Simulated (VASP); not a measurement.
# Sn in VASP: further runs

Sn is run at these levels: PBE; tasks: single point.

All numbers are computed with VASP 6.6.1; they aren't measurements. Logs are shortened: lines on timing, memory, paths and dates and some standing lists are left out, and cuts for length are marked.

## 1. The cell of the first run

It takes space group I4/mmm (No. 139, tetragonal). Conventional cell: a = 4.031 Å, b = 4.031 Å, c = 3.299 Å, α = 90.00°, β = 90.00°, γ = 90.00°. Sn (site symmetry 4/mmm) has 14 Sn at 3.29 to 4.03 Å within 4.3 Å.

## 2. Single point, PBE (26.81 Å³/atom)

File INCAR:

```
SYSTEM = Sn
PREC = Accurate
ENCUT = 520
EDIFF = 1E-6
ISMEAR = -1
SIGMA = 0.05
LREAL = .False.
LASPH = .True.
NELM = 100
ALGO = Fast
ISIF = 2
LWAVE = .False.
LCHARG = .True.
GGA = PE
LELF = .True.
LVHAR = .True.
NBANDS = 13
```

File KPOINTS:

```
Automatic mesh
0
Gamma
  10 10 10
  0 0 0
```

File POSCAR:

```
Sn
1.0
   -2.0155702798      2.0155702798      1.6496136136
    2.0155702798     -2.0155702798      1.6496136136
    2.0155702798      2.0155702798     -1.6496136136
Sn
1
Direct
    0.0000000000      0.0000000000      0.0000000000
```

Potentials or basis: VASP PAW PBE potentials, release 64 (Sn_d).

On the command line:

```
cat potpaw_PBE.64/Sn_d/POTCAR > POTCAR
mpirun -np 1 vasp_std > vasp.out
```

OUTCAR:

```text
SYSTEM = Sn
   PREC = Accurate
   ENCUT = 520
   EDIFF = 1E-6
   ISMEAR = -1
   LREAL = .False.
   LASPH = .True.
   NELM = 100
   ISIF = 2
   GGA = PE

 ion  position               nearest neighbor table
   1  0.000  0.000  0.000-

  LATTYP: Found a body centered tetragonal cell.
 ALAT       =     4.0311405596
 C/A-ratio  =     0.8184351745

  Lattice vectors:

 A1 = (  -2.0155702798,   2.0155702798,   1.6496136136)
 A2 = (   2.0155702798,  -2.0155702798,   1.6496136136)
 A3 = (   2.0155702798,   2.0155702798,  -1.6496136136)

Analysis of symmetry for initial positions (statically):
=====================================================================
 Subroutine PRICEL returns:
 Original cell was already a primitive cell.

 Routine SETGRP: Setting up the symmetry group for a
 body centered tetragonal supercell.

 Subroutine GETGRP returns: Found 16 space group operations
 (whereof 16 operations were pure point group operations)
 out of a pool of 16 trial point group operations.

The static configuration has the point symmetry D_4h.

Analysis of symmetry for dynamics (positions and initial velocities):
=====================================================================
 Subroutine PRICEL returns:
 Original cell was already a primitive cell.

 Routine SETGRP: Setting up the symmetry group for a
 body centered tetragonal supercell.

 Subroutine GETGRP returns: Found 16 space group operations
 (whereof 16 operations were pure point group operations)
 out of a pool of 16 trial point group operations.

The dynamic configuration has the point symmetry D_4h.

 Subroutine INISYM returns: Found 16 space group operations
 (whereof 16 operations are pure point group operations),
 and found     1 'primitive' translations

----------------------------------------------------------------------------------------

                                     Primitive cell

  volume of cell :      26.8064

  direct lattice vectors                    reciprocal lattice vectors
    -2.015570280  2.015570280  1.649613614     0.000000000  0.248068750  0.303101281
     2.015570280 -2.015570280  1.649613614     0.248068750  0.000000000  0.303101281
     2.015570280  2.015570280 -1.649613614     0.248068750  0.248068750  0.000000000

  length of vectors
     3.293367908  3.293367908  3.293367908     0.391673961  0.391673961  0.350822191

  position of ions in fractional coordinates (direct lattice)
     0.000000000  0.000000000  0.000000000

  ion indices of the primitive-cell ions
   primitive index   ion index
                 1           1

----------------------------------------------------------------------------------------

 KPOINTS: Automatic mesh

Automatic generation of k-mesh.
 Grid dimensions read from file:
 generate k-points for:   10   10   10

 Generating k-lattice:

  Cartesian coordinates                     Fractional coordinates (reciprocal lattice)
     0.000000000  0.024806875  0.030310128     0.100000000  0.000000000  0.000000000
     0.024806875  0.000000000  0.030310128     0.000000000  0.100000000  0.000000000
     0.024806875  0.024806875  0.000000000     0.000000000  0.000000000  0.100000000

  Length of vectors
     0.039167396  0.039167396  0.035082219

  Shift w.r.t. Gamma in fractional coordinates (k-lattice)
     0.000000000  0.000000000  0.000000000

 Subroutine IBZKPT returns following result:
 ===========================================

 Found    102 irreducible k-points:

 Following reciprocal coordinates:
            Coordinates               Weight
  0.000000  0.000000  0.000000      1.000000
  0.100000  0.000000 -0.000000      8.000000
  0.200000  0.000000 -0.000000      8.000000
  0.300000  0.000000 -0.000000      8.000000
  0.400000  0.000000 -0.000000      8.000000
  0.500000  0.000000 -0.000000      4.000000
[... 16 lines left out ...]
  0.300000  0.300000 -0.000000      8.000000
  0.400000  0.300000 -0.000000     16.000000
 [... further k-points ...]
   k-points           NKPTS =    102   k-points in BZ     NKDIM =    102   number of bands    NBANDS=     13
   number of dos      NEDOS =    301   number of ions     NIONS =      1
   total plane-waves  NPLWV =  13824
   dimension x,y,z NGX =    24 NGY =   24 NGZ =   24
   dimension x,y,z NGXF=    48 NGYF=   48 NGZF=   48
   ions per type =               1
   NGX,Y,Z   is equivalent  to a cutoff of  12.11, 12.11, 12.11 a.u.
   NGXF,Y,Z  is equivalent  to a cutoff of  24.23, 24.23, 24.23 a.u.
 SYSTEM =  Sn
   PREC   = accura    normal or accurate (medium, high low for compatibility)
   ISTART =      0    job   : 0-new  1-cont  2-samecut
   ICHARG =      2    charge: 1-file 2-atom 10-const
   ISPIN  =      1    spin polarized calculation?
   LNONCOLLINEAR =      F non collinear calculations
   LSORBIT =      F    spin-orbit coupling
   LASPH  =      T    aspherical Exc in radial PAW
   ENCUT  =  520.0 eV  38.22 Ry    6.18 a.u.   6.12  6.12  6.12*2*pi/ulx,y,z
   NELM   =    100;   NELMIN=  2; NELMDL= -5     # of ELM steps
   EDIFF  = 0.1E-05   stopping-criterion for ELM
   LREAL  =      F    real-space projection
   EDIFFG = 0.1E-04   stopping-criterion for IOM
   NSW    =      0    number of steps for IOM
   IBRION =     -1    ionic relax: 0-MD 1-quasi-New 2-CG
   NFREE  =      0    steps in history (QN), initial steepest desc. (CG)
   ISIF   =      2    stress and relaxation
   ISYM   =      2    0-nonsym 1-usesym 2-fastsym
   POTIM  = 0.5000    time-step for ionic-motion
   TEBEG  =    0.0;   TEEND  =   0.0 temperature during run
   PSTRESS=    0.0 pullay stress
   NELECT =      14.0000    total number of electrons
   NUPDOWN=      -1.0000    fix difference up-down
   EMIN   =  10.00;   EMAX   =-10.00  energy-range for DOS
   EFERMI =   0.00;   METHOD = LEGACY
   ISMEAR =    -1;   SIGMA  =   0.05  broadening in eV -4-tet -1-fermi 0-gaus
   EFERMI_NEDOS =   21; number of points for ismear=-14 and -15
   IALGO  =     68    algorithm
   IMIX   =      4    mixing-type and parameters
     AMIX     =   0.40;   BMIX     =  1.00
     AMIX_MAG =   1.60;   BMIX_MAG =  1.00
  volume/ion in A,a.u.               =      26.81       180.90
  Fermi-wavevector in a.u.,A,eV,Ry     =   1.318373  2.491363 23.648369  1.738106
  Thomas-Fermi vector in A             =   2.448347
   LORBIT       =      0    0 simple, 1 ext, 2 COOP (PROOUT), +10 PAW based schemes
   GGA     = PE    functional components
   LHFCALC =     F    Hartree Fock is set to
   AEXX    =    0.0000 exact exchange contribution
   IVDW    =     0    specifies the selected vdW correction
   LEPSILON=     F    determine dielectric tensor
   LRPA    =     F    only Hartree local field effects (RPA)
 non-spin polarized calculation
 RMM-DIIS sequential band-by-band and
  energy-cutoff  :      520.00
  volume of cell :       26.81
 maximum number of plane-waves:       736
   NGX = 13   NGY = 13   NGZ = 13

 number of electron      14.0000005 magnetization

 Free energy of the ion-electron system (eV)
  ---------------------------------------------------
  ext. energy  EPLUGINS =         0.00000000
  ---------------------------------------------------
  free energy    TOTEN  =        -3.77437888 eV

  energy without entropy =       -3.76997636  energy(sigma->0) =       -3.77217762

 E-fermi :   8.1954     XC(G=0): -10.4234

 val. band max:        8.1703292438   @ k =  -0.2000   0.4000   0.1000
 cond. band min:       8.1985512750   @ k =  -0.2000  -0.3000   0.2000
 fundamental gap:      0.0282220312
 Fermi energy:         8.1953507972

 k-point     1 :       0.0000    0.0000    0.0000
  band No.  band energies     occupation
      1     -13.3536      2.00000
      2     -13.2731      2.00000
      3     -13.2731      2.00000
      4     -13.2707      2.00000
      5     -13.1497      2.00000
      6      -2.9611      2.00000
      7      15.1269      0.00000
      8      15.1269      0.00000
      9      17.7903      0.00000
     10      18.5903      0.00000
     11      19.7647      0.00000
     12      20.8347      0.00000
     13      20.8347      0.00000

 k-point     2 :       0.1000    0.0000   -0.0000
  band No.  band energies     occupation
      1     -13.3438      2.00000
      2     -13.2743      2.00000
      3     -13.2691      2.00000
      4     -13.2569      2.00000
      5     -13.1552      2.00000
      6      -2.7197      2.00000
      7      14.4172      0.00000
      8      14.5195      0.00000
      9      16.2023      0.00000
     10      19.0854      0.00000
     11      19.2935      0.00000
     12      20.0317      0.00000
     13      20.7867      0.00000

 k-point     3 :       0.2000    0.0000   -0.0000
  band No.  band energies     occupation
      1     -13.3402      2.00000
      2     -13.2806      2.00000
      3     -13.2363      2.00000
      4     -13.2200      2.00000
      5     -13.1684      2.00000
      6      -1.9933      2.00000
      7      12.2940      0.00000
      8      13.2411      0.00000
      9      14.1679      0.00000
     10      17.7400      0.00000
     11      17.7631      0.00000
     12      21.2496      0.00000
     13      21.8979      0.00000
[... 305 lines left out ...]
 k-point    23 :       0.3000    0.3000   -0.0000
  band No.  band energies     occupation
      1     -13.3405      2.00000
      2     -13.2520      2.00000
      3     -13.1944      2.00000
      4     -13.1832      2.00000
      5     -13.1282      2.00000
      6       3.1278      2.00000
      7       5.1689      2.00000
      8       6.6767      2.00000
      9      12.0938      0.00000
     10      17.3559      0.00000
     11      18.6309      0.00000
     12      23.8378      0.00000
     13      24.3159      0.00000

 k-point    24 :       0.4000    0.3000   -0.0000
  band No.  band energies     occupation
      1     -13.3246      2.00000
      2     -13.2395      2.00000
      3     -13.2119      2.00000
      4     -13.1799      2.00000
      5     -13.1574      2.00000
      6       2.2020      2.00000
      7       5.5949      2.00000
      8       7.1195      2.00000
      9      12.7372      0.00000
     10      17.4688      0.00000
     11      19.5717      0.00000
     12      24.3669      0.00000
     13      24.7575      0.00000

 [... further k-points ...]

------------------------ aborting loop because EDIFF is reached ----------------------------------------

  FORCE on cell =-STRESS in cart. coord.  units (eV):
  Direction    XX          YY          ZZ          XY          YZ          ZX
  --------------------------------------------------------------------------------------
  -------------------------------------------------------------------------------------
  Total        0.2338637      0.2338637      0.5069859      0.0000000      0.0000000      0.0000000
  in kB       13.9776891     13.9776891     30.3017938      0.0000000      0.0000000      0.0000000
  external PRESSURE =      19.4190573 kB  Pullay stress =       0.0000000 kB

 VOLUME and BASIS-vectors are now :
 -----------------------------------------------------------------------------
  energy-cutoff  :      520.00
  volume of cell :       26.81
      direct lattice vectors                 reciprocal lattice vectors
    -2.015570280  2.015570280  1.649613614     0.000000000  0.248068750  0.303101281
     2.015570280 -2.015570280  1.649613614     0.248068750  0.000000000  0.303101281
     2.015570280  2.015570280 -1.649613614     0.248068750  0.248068750  0.000000000

 POSITION                                       TOTAL-FORCE (eV/Angst)
 -----------------------------------------------------------------------------------
      0.00000      0.00000      0.00000         0.000000      0.000000     -0.000000
 -----------------------------------------------------------------------------------
    total drift:                               -0.000000      0.000000      0.000000

  FREE ENERGIE OF THE ION-ELECTRON SYSTEM (eV)
  ---------------------------------------------------
  free  energy   TOTEN  =        -3.7743788773 eV

  energy  without entropy=       -3.7699763586  energy(sigma->0) =       -3.77217762
```

It took 55 s on 1 thread of Intel Xeon 8259CL, shared host; peak memory 0.15 GiB.

What came out:

```yaml
Free_energy: -3.7744 eV
Pressure: 1.9 GPa
Band_gap_on_the_k_mesh: zero (bands 7 and 8 overlap by 8.99 eV)
```

Stress tensor (GPa, compression positive):
```
1.40 0.00 0.00
0.00 1.40 0.00
0.00 0.00 3.03
```

Caveat: spin-orbit coupling is left out, which moves the levels of the heavy elements.

## 3. Single point, PBE (the cell strained at random)

File INCAR:

```
ALGO     = Fast           # electronic algorithm
EDIFF    = 1E-7           # SCF threshold, eV
ENCUT    = 520            # plane-wave cutoff, eV
GGA      = PE             # functional
ISIF     = 2              # what is computed and relaxed
ISMEAR   = -1             # smearing method
LASPH    = True           # aspherical terms in the spheres
LCHARG   = True           # write CHGCAR
LELF     = True           # ELF
LREAL    = False          # projectors in reciprocal space
LVHAR    = True         
LWAVE    = False          # write WAVECAR
NBANDS   = 13             # bands
NELM     = 60             # most SCF steps
PREC     = Accurate       # precision mode
SIGMA    = 0.05           # smearing width, eV
```

File KPOINTS:

```
k-points
0
Gamma
  10 10 10
```

File POSCAR:

```
Sn
1.0
   -1.9692270000      2.0562270000      1.6220070000
    2.0445460000     -2.0389000000      1.6928640000
    1.9785480000      2.0482210000     -1.6008370000
Sn
1
Direct
    0.0081510000      0.0011320000     -0.0006220000
```

Potentials or basis: VASP PAW PBE potentials, release 64 (Sn_d).

On the command line:

```
cat potpaw_PBE.64/Sn_d/POTCAR > POTCAR
mpirun -np 1 vasp_std > vasp.out
```

It took 6.4 min on 1 thread of Intel Xeon 8259CL, shared host; peak memory 0.28 GiB.

Results (log left out):

```
Free energy            : -3.7772 eV
Pressure               : 1.0 GPa
Band gap on the k mesh : zero (bands 7 and 8 overlap by 8.73 eV)
```

Stress tensor (GPa, compression positive):
```
 0.43 -0.18 -0.32
-0.18  0.59 -0.09
-0.32 -0.09  2.01
```

Levels at points of the mesh, in eV from the Fermi level:
| k point | band 3 | band 4 | band 5 | band 6 | band 7 | band 8 | band 9 | band 10 | band 11 | band 12 |
| --- | --- | --- | --- | --- | --- | --- | --- | --- | --- | --- |
| (0.00, 0.00, 0.00) | -21.48 | -21.46 | -21.36 | -11.04 | 6.67 | 6.82 | 9.24 | 10.23 | 11.38 | 12.41 |
| (0.50, 0.00, 0.00) | -21.41 | -21.34 | -21.32 | -5.87 | -4.20 | 3.11 | 4.68 | 7.01 | 7.97 | 13.47 |
| (0.00, 0.50, 0.00) | -21.39 | -21.33 | -21.33 | -6.04 | -4.25 | 3.32 | 4.38 | 7.34 | 7.49 | 14.74 |
| (0.50, 0.50, 0.00) | -21.45 | -21.41 | -21.32 | -7.25 | -4.67 | 5.69 | 7.89 | 10.02 | 11.41 | 11.70 |
| (0.00, 0.00, 0.50) | -21.45 | -21.41 | -21.32 | -7.31 | -4.68 | 5.83 | 7.87 | 10.27 | 11.24 | 11.75 |
| (0.50, 0.00, 0.50) | -21.41 | -21.34 | -21.30 | -5.33 | -3.97 | 2.62 | 4.01 | 6.67 | 7.12 | 13.40 |
| (0.00, 0.50, 0.50) | -21.41 | -21.33 | -21.31 | -5.71 | -4.14 | 2.93 | 4.62 | 6.82 | 7.93 | 13.18 |
| (0.50, 0.50, 0.50) | -21.34 | -21.34 | -21.30 | -3.41 | -1.73 | -1.41 | 2.62 | 3.06 | 6.17 | 18.64 |

Caveat: the cell differs from its parent crystal (the cell strained at random); spin-orbit coupling is left out, which moves the levels of the heavy elements.
